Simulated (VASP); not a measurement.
# Si8GeH4O16: single point with PBE+D3(BJ)

The system is Si8GeH4O16, a slab with vacuum.

```
Si O Ge H
1.0
     5.84636    0.00000    0.00000
     0.00000    5.30800    0.00000
     0.00000    0.00000   17.70983
Si O Ge H
8 16 1 4
Direct
  0.00000 0.00000 0.05647
  0.50000 0.25000 0.05647
  0.49996 0.00967 0.24299
  0.00004 0.25003 0.22914
  0.00000 0.50000 0.05647
  0.50000 0.75000 0.05647
  0.49992 0.49032 0.24283
  0.00000 0.74999 0.23445
  0.99992 0.99533 0.15463
  0.19440 0.25000 0.05647
  0.50003 0.99758 0.11332
  0.80560 0.25000 0.05647
  0.49966 0.11438 0.33722
  0.69208 0.24996 0.21772
  0.00010 0.00578 0.28871
  0.30791 0.24990 0.21761
  0.99994 0.50465 0.15464
  0.19440 0.75000 0.05647
  0.50003 0.50244 0.11338
  0.80560 0.75000 0.05647
  0.49923 0.38574 0.33712
  0.68618 0.75001 0.23536
  0.00008 0.49424 0.28872
  0.31379 0.75002 0.23526
  0.97646 0.23729 0.48792
  0.22200 0.30869 0.46672
  0.80773 0.43451 0.45841
  0.91663 0.97493 0.45786
  0.95934 0.23108 0.57512
```

```
Program             : VASP 6.6.1
Task                : single point
Functional          : PBE
Dispersion          : D3(BJ)
Potentials or basis : VASP PAW PBE potentials, release 64 (Si, O, Ge_d, H)
Cutoff              : 520 eV
k mesh              : 3 × 3 × 1
Occupations         : fermi-dirac, width 0.02 eV
Spin                : no spin polarisation
```

The largest force is 6.730 eV/Å, the band gap on the k mesh is 0.04 eV (least direct gap 0.07 eV) and the dispersion energy per atom is -0.142 eV.

Forces on the atoms (eV/Å):
```
Si  -0.002 -0.141  6.728
Si   0.001  0.016  0.225
Si   0.000 -0.049 -0.085
Si   0.000  0.000 -0.074
Si  -0.002  0.141  6.725
Si   0.001 -0.015 -0.308
Si   0.000  0.049 -0.085
Si   0.000  0.000 -0.065
O    0.000 -0.003  0.067
O   -1.439  0.000 -3.278
O    0.000  0.004  0.079
O    1.439  0.001 -3.280
O    0.000 -0.210  0.067
O    0.035  0.000  0.005
O    0.000  0.009  0.070
O   -0.035  0.000  0.005
O    0.000  0.004  0.067
O   -1.334 -0.001 -3.540
O    0.000 -0.004  0.079
O    1.336 -0.001 -3.544
O   -0.001  0.210  0.067
O    0.012  0.000  0.002
O    0.000 -0.009  0.069
O   -0.012  0.000  0.003
Ge   0.002  0.000 -0.003
H   -0.028 -0.007  0.008
H    0.019 -0.021  0.011
H    0.007  0.028  0.011
H    0.002  0.001 -0.027
```

Levels at points of the mesh, in eV from the valence-band top:
```
           k point  band 71  band 72  band 73  band 74  band 75  band 76
(0.00, 0.00, 0.00)    -0.63    -0.44     0.00     0.09     0.62     1.15
```

Run time: 21 min on 1 thread of Oxide Virtual Turin-like Processor, with other jobs on the host, peak memory 0.67 GiB.

Caveat: there is no dipole correction, which matters where the two faces differ; semilocal functionals underestimate gaps, and a narrow one can read as zero.
